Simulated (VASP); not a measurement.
# C (Fd-3m) in VASP: a series of runs

C is run at these levels: PBEsol; tasks: single point.

Program: VASP 6.6.1. These are calculated values, not measurements. Logs are shortened: lines on timing, memory, paths and dates and some standing lists are left out, and cuts for length are marked.

### Step 1. The cell of the first run

The structure is cubic, space group Fd-3m (No. 227). Conventional cell: a = 3.560 Å, b = 3.560 Å, c = 3.560 Å, α = 90.00°, β = 90.00°, γ = 90.00°. C (site symmetry -43m) has 4 C at 1.54 Å within 2.1 Å.

### Step 2. Single point, PBEsol

INCAR

```
SYSTEM = C
ALGO = Normal
EDIFF = 1E-6
ENCUT = 600
GGA = PS
GGA_COMPAT = .False.
ISIF = 2
ISMEAR = 0
LASPH = .True.
LCHARG = .False.
LREAL = .False.
LWAVE = .False.
NBANDS = 11
NELM = 120
PREC = Accurate
SIGMA = 0.1
```

KPOINTS

```
k-points
0
Gamma
  8 8 8
  0 0 0
```

POSCAR

```
C
1.0
    0.0000000000      1.7800000000      1.7800000000
    1.7800000000      0.0000000000      1.7800000000
    1.7800000000      1.7800000000      0.0000000000
C
2
Direct
    0.0000000000      0.0000000000      0.0000000000
    0.2500000000      0.2500000000      0.2500000000
```

Potentials or basis: VASP PAW PBE potentials, release 64 (C).

Started as:

```
cat potpaw_PBE.64/C/POTCAR > POTCAR
mpirun -np 1 vasp_std > vasp.out
```

OUTCAR:

```text
SYSTEM = C
   EDIFF = 1E-6
   ENCUT = 600
   GGA = PS
   ISIF = 2
   ISMEAR = 0
   LASPH = .True.
   LREAL = .False.
   NELM = 120
   PREC = Accurate

 ion  position               nearest neighbor table
   1  0.000  0.000  0.000-   2 1.54   2 1.54   2 1.54   2 1.54
   2  0.250  0.250  0.250-   1 1.54   1 1.54   1 1.54   1 1.54

  LATTYP: Found a face centered cubic cell.
 ALAT       =     3.5600000000

  Lattice vectors:

 A1 = (   0.0000000000,   1.7800000000,   1.7800000000)
 A2 = (   1.7800000000,   0.0000000000,   1.7800000000)
 A3 = (   1.7800000000,   1.7800000000,   0.0000000000)

Analysis of symmetry for initial positions (statically):
=====================================================================
 Subroutine PRICEL returns:
 Original cell was already a primitive cell.

 Routine SETGRP: Setting up the symmetry group for a
 face centered cubic supercell.

 Subroutine GETGRP returns: Found 48 space group operations
 (whereof 24 operations were pure point group operations)
 out of a pool of 48 trial point group operations.

The static configuration has the point symmetry T_d .
 The point group associated with its full space group is O_h .

Analysis of symmetry for dynamics (positions and initial velocities):
=====================================================================
 Subroutine PRICEL returns:
 Original cell was already a primitive cell.

 Routine SETGRP: Setting up the symmetry group for a
 face centered cubic supercell.

 Subroutine GETGRP returns: Found 48 space group operations
 (whereof 24 operations were pure point group operations)
 out of a pool of 48 trial point group operations.

The dynamic configuration has the point symmetry T_d .
 The point group associated with its full space group is O_h .

 Subroutine INISYM returns: Found 48 space group operations
 (whereof 24 operations are pure point group operations),
 and found     1 'primitive' translations

----------------------------------------------------------------------------------------

                                     Primitive cell

  volume of cell :      11.2795

  direct lattice vectors                    reciprocal lattice vectors
     0.000000000  1.780000000  1.780000000    -0.280898876  0.280898876  0.280898876
     1.780000000  0.000000000  1.780000000     0.280898876 -0.280898876  0.280898876
     1.780000000  1.780000000  0.000000000     0.280898876  0.280898876 -0.280898876

  length of vectors
     2.517300141  2.517300141  2.517300141     0.486531126  0.486531126  0.486531126

  position of ions in fractional coordinates (direct lattice)
     0.000000000  0.000000000  0.000000000
     0.250000000  0.250000000  0.250000000

  ion indices of the primitive-cell ions
   primitive index   ion index
                 1           1
                 2           2

----------------------------------------------------------------------------------------

 KPOINTS: k-points

Automatic generation of k-mesh.
 Grid dimensions read from file:
 generate k-points for:    8    8    8

 Generating k-lattice:

  Cartesian coordinates                     Fractional coordinates (reciprocal lattice)
    -0.035112360  0.035112360  0.035112360     0.125000000  0.000000000  0.000000000
     0.035112360 -0.035112360  0.035112360     0.000000000  0.125000000  0.000000000
     0.035112360  0.035112360 -0.035112360     0.000000000  0.000000000  0.125000000

  Length of vectors
     0.060816391  0.060816391  0.060816391

  Shift w.r.t. Gamma in fractional coordinates (k-lattice)
     0.000000000  0.000000000  0.000000000

 Subroutine IBZKPT returns following result:
 ===========================================

 Found     29 irreducible k-points:

 Following reciprocal coordinates:
            Coordinates               Weight
  0.000000  0.000000  0.000000      1.000000
  0.125000  0.000000  0.000000      8.000000
  0.250000  0.000000  0.000000      8.000000
  0.375000  0.000000  0.000000      8.000000
  0.500000  0.000000  0.000000      4.000000
  0.125000  0.125000  0.000000      6.000000
[... 16 lines left out ...]
  0.500000  0.250000  0.125000     48.000000
 -0.375000  0.250000  0.125000     24.000000
 [... further k-points ...]
   k-points           NKPTS =     29   k-points in BZ     NKDIM =     29   number of bands    NBANDS=     11
   number of dos      NEDOS =    301   number of ions     NIONS =      2
   total plane-waves  NPLWV =   8000
   dimension x,y,z NGX =    20 NGY =   20 NGZ =   20
   dimension x,y,z NGXF=    40 NGYF=   40 NGZF=   40
   ions per type =               2
   NGX,Y,Z   is equivalent  to a cutoff of  13.21, 13.21, 13.21 a.u.
   NGXF,Y,Z  is equivalent  to a cutoff of  26.42, 26.42, 26.42 a.u.
 SYSTEM =  C
   PREC   = accura    normal or accurate (medium, high low for compatibility)
   ISTART =      0    job   : 0-new  1-cont  2-samecut
   ICHARG =      2    charge: 1-file 2-atom 10-const
   ISPIN  =      1    spin polarized calculation?
   LNONCOLLINEAR =      F non collinear calculations
   LSORBIT =      F    spin-orbit coupling
   LASPH  =      T    aspherical Exc in radial PAW
   ENCUT  =  600.0 eV  44.10 Ry    6.64 a.u.   5.03  5.03  5.03*2*pi/ulx,y,z
   NELM   =    120;   NELMIN=  2; NELMDL= -5     # of ELM steps
   EDIFF  = 0.1E-05   stopping-criterion for ELM
   LREAL  =      F    real-space projection
   EDIFFG = 0.1E-04   stopping-criterion for IOM
   NSW    =      0    number of steps for IOM
   IBRION =     -1    ionic relax: 0-MD 1-quasi-New 2-CG
   NFREE  =      0    steps in history (QN), initial steepest desc. (CG)
   ISIF   =      2    stress and relaxation
   ISYM   =      2    0-nonsym 1-usesym 2-fastsym
   POTIM  = 0.5000    time-step for ionic-motion
   TEBEG  =    0.0;   TEEND  =   0.0 temperature during run
   PSTRESS=    0.0 pullay stress
   NELECT =       8.0000    total number of electrons
   NUPDOWN=      -1.0000    fix difference up-down
   EMIN   =  10.00;   EMAX   =-10.00  energy-range for DOS
   EFERMI =   0.00;   METHOD = LEGACY
   ISMEAR =     0;   SIGMA  =   0.10  broadening in eV -4-tet -1-fermi 0-gaus
   EFERMI_NEDOS =   21; number of points for ismear=-14 and -15
   IALGO  =     38    algorithm
   IMIX   =      4    mixing-type and parameters
     AMIX     =   0.40;   BMIX     =  1.00
     AMIX_MAG =   1.60;   BMIX_MAG =  1.00
  volume/ion in A,a.u.               =       5.64        38.06
  Fermi-wavevector in a.u.,A,eV,Ry     =   1.459962  2.758928 29.000661  2.131488
  Thomas-Fermi vector in A             =   2.576467
   LORBIT       =      0    0 simple, 1 ext, 2 COOP (PROOUT), +10 PAW based schemes
   GGA     = PS    functional components
   LHFCALC =     F    Hartree Fock is set to
   AEXX    =    0.0000 exact exchange contribution
   IVDW    =     0    specifies the selected vdW correction
   LEPSILON=     F    determine dielectric tensor
   LRPA    =     F    only Hartree local field effects (RPA)
 non-spin polarized calculation
 Gauss-broadening in eV      SIGMA  =   0.10
  energy-cutoff  :      600.00
  volume of cell :       11.28
 maximum number of plane-waves:       388
   NGX =  9   NGY =  9   NGZ =  9

 number of electron       7.9999999 magnetization

 Free energy of the ion-electron system (eV)
  ---------------------------------------------------
  ext. energy  EPLUGINS =         0.00000000
  ---------------------------------------------------
  free energy    TOTEN  =       -19.25332076 eV

  energy without entropy =      -19.25332076  energy(sigma->0) =      -19.25332076

 E-fermi :  10.3481     XC(G=0): -13.4607

 val. band max:        9.7907349476   @ k =   0.0000   0.0000   0.0000
 cond. band min:      13.8081821938   @ k =   0.3750   0.3750   0.0000
 fundamental gap:      4.0174472461
 Fermi energy:        10.3481484390

 k-point     1 :       0.0000    0.0000    0.0000
  band No.  band energies     occupation
      1     -11.8071      2.00000
      2       9.7907      2.00000
      3       9.7907      2.00000
      4       9.7907      2.00000
      5      15.3457      0.00000
      6      15.3457      0.00000
      7      15.3457      0.00000
      8      23.2884      0.00000
      9      28.8220      0.00000
     10      36.3221      0.00000
     11      36.3221      0.00000

 k-point     2 :       0.1250    0.0000    0.0000
  band No.  band energies     occupation
      1     -11.3723      2.00000
      2       7.3501      2.00000
      3       9.1288      2.00000
      4       9.1288      2.00000
      5      16.2142      0.00000
      6      16.2142      0.00000
      7      16.6519      0.00000
      8      23.6218      0.00000
      9      29.4855      0.00000
     10      33.1432      0.00000
     11      33.1432      0.00000

 k-point     3 :       0.2500    0.0000    0.0000
  band No.  band energies     occupation
      1     -10.0802      2.00000
      2       3.1403      2.00000
      3       8.0252      2.00000
      4       8.0252      2.00000
      5      17.5570      0.00000
      6      17.5570      0.00000
      7      17.9573      0.00000
      8      24.4562      0.00000
      9      30.2806      0.00000
     10      32.0551      0.00000
     11      32.0551      0.00000

 k-point     4 :       0.3750    0.0000    0.0000
  band No.  band energies     occupation
      1      -7.9943      2.00000
      2      -0.9769      2.00000
      3       7.2383      2.00000
      4       7.2383      2.00000
      5      18.1349      0.00000
      6      18.1349      0.00000
      7      18.5433      0.00000
      8      25.1542      0.00000
      9      30.7786      0.00000
     10      33.6893      0.00000
     11      33.6893      0.00000
[... 239 lines left out ...]
 k-point    22 :       0.3750    0.2500    0.1250
  band No.  band energies     occupation
      1      -8.9462      2.00000
      2       3.2537      2.00000
      3       4.2126      2.00000
      4       6.8753      2.00000
      5      16.3115      0.00000
      6      19.8122      0.00000
      7      21.3798      0.00000
      8      21.4839      0.00000
      9      30.4390      0.00000
     10      31.1851      0.00000
     11      35.3736      0.00000

 k-point    23 :       0.5000    0.2500    0.1250
  band No.  band energies     occupation
      1      -6.9004      2.00000
      2      -0.1284      2.00000
      3       3.4509      2.00000
      4       5.6579      2.00000
      5      17.6849      0.00000
      6      19.3810      0.00000
      7      22.2136      0.00000
      8      23.1181      0.00000
      9      29.8168      0.00000
     10      32.0692      0.00000
     11      35.8175      0.00000

 k-point    24 :      -0.3750    0.2500    0.1250
  band No.  band energies     occupation
      1      -4.9286      2.00000
      2      -2.7051      2.00000
      3       3.4258      2.00000
      4       5.0372      2.00000
      5      17.9697      0.00000
      6      19.2350      0.00000
      7      22.9122      0.00000
      8      24.6469      0.00000
      9      27.9331      0.00000
     10      33.6693      0.00000
     11      36.0246      0.00000

 [... further k-points ...]
[... 5 lines left out ...]
  --------------------------------------------------------------------------------------
  -------------------------------------------------------------------------------------
  Total       -0.1336279     -0.1336279     -0.1336279      0.0000000      0.0000000      0.0000000
  in kB      -18.9809440    -18.9809440    -18.9809440      0.0000000      0.0000000      0.0000000
  external PRESSURE =     -18.9809440 kB  Pullay stress =       0.0000000 kB

 VOLUME and BASIS-vectors are now :
 -----------------------------------------------------------------------------
  energy-cutoff  :      600.00
  volume of cell :       11.28
      direct lattice vectors                 reciprocal lattice vectors
     0.000000000  1.780000000  1.780000000    -0.280898876  0.280898876  0.280898876
     1.780000000  0.000000000  1.780000000     0.280898876 -0.280898876  0.280898876
     1.780000000  1.780000000  0.000000000     0.280898876  0.280898876 -0.280898876

 POSITION                                       TOTAL-FORCE (eV/Angst)
 -----------------------------------------------------------------------------------
      0.00000      0.00000      0.00000        -0.000000      0.000000      0.000000
      0.89000      0.89000      0.89000         0.000000     -0.000000     -0.000000
 -----------------------------------------------------------------------------------
    total drift:                                0.000000      0.000000      0.000000

  FREE ENERGIE OF THE ION-ELECTRON SYSTEM (eV)
  ---------------------------------------------------
  free  energy   TOTEN  =       -19.2533207569 eV

  energy  without entropy=      -19.2533207569  energy(sigma->0) =      -19.25332076
```

Wall time 3.5 s (1 thread of Intel Xeon Platinum 8259CL at 2.50GHz (Skylake/Cascade Lake), shared host); peak memory 0.11 GiB.

Results:

```yaml
Free_energy: -19.2533 eV
Pressure: -1.9 GPa
Band_gap_on_the_k_mesh: 4.02 eV, indirect (least direct gap 5.55 eV)
```

Caveat: the PAW data sets were made with another functional, which shifts forces and pressure a little. A hybrid or GW would open this gap; PBEsol tends to underestimate it.

(Continued in part 2 of 2.)
